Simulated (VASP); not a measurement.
Ir3Rh:

```
Ir Rh
1.0
     3.84034    0.00000    0.00000
     0.00000    3.84034    0.00000
     0.00000    0.00000    3.84034
Ir Rh
3 1
Cartesian
  1.9202 0.0000 1.9202
  0.0000 1.9202 1.9202
  1.9202 1.9202 0.0000
  0.0000 0.0000 0.0000
```

- Program: VASP 6.6.1
- Task: relaxation of cell and atoms
- Functional: LDA
- Potentials or basis: VASP PAW LDA potentials, release 64 (Ir, Rh_pv)
- Cutoff: 600 eV
- k mesh: 5 × 5 × 5
- Occupations: methfessel-paxton, width 0.1 eV
- Spin: no spin polarisation

At the start: pressure -10.2 GPa; volume 14.16 Å³/atom.

Problem. Where does the relaxation end?

Solution. Over 4 steps the energy falls by 13.2 meV/atom and the volume is 13.76 Å³/atom (-2.8 %); space group Pm-3m (No. 221, to 0.05 Å).

Step by step:
```tsv
step	energy change (eV)	largest force (eV/Å)	pressure (GPa)	volume (Å³)
1	0.0000	0.0000	-10.21	56.64
2	0.7477	0.0000	52.12	49.56
3	-0.0528	0.0000	-0.51	55.10
4	-0.0529	0.0000	-0.05	55.04
```

Final structure:
```
CELL_PARAMETERS angstrom
3.80390 0.00000 0.00000
0.00000 3.80390 0.00000
0.00000 0.00000 3.80390
ATOMIC_POSITIONS crystal
Ir 0.50000 0.00000 0.50000
Ir 0.00000 0.50000 0.50000
Ir 0.50000 0.50000 0.00000
Rh 0.00000 0.00000 0.00000
```
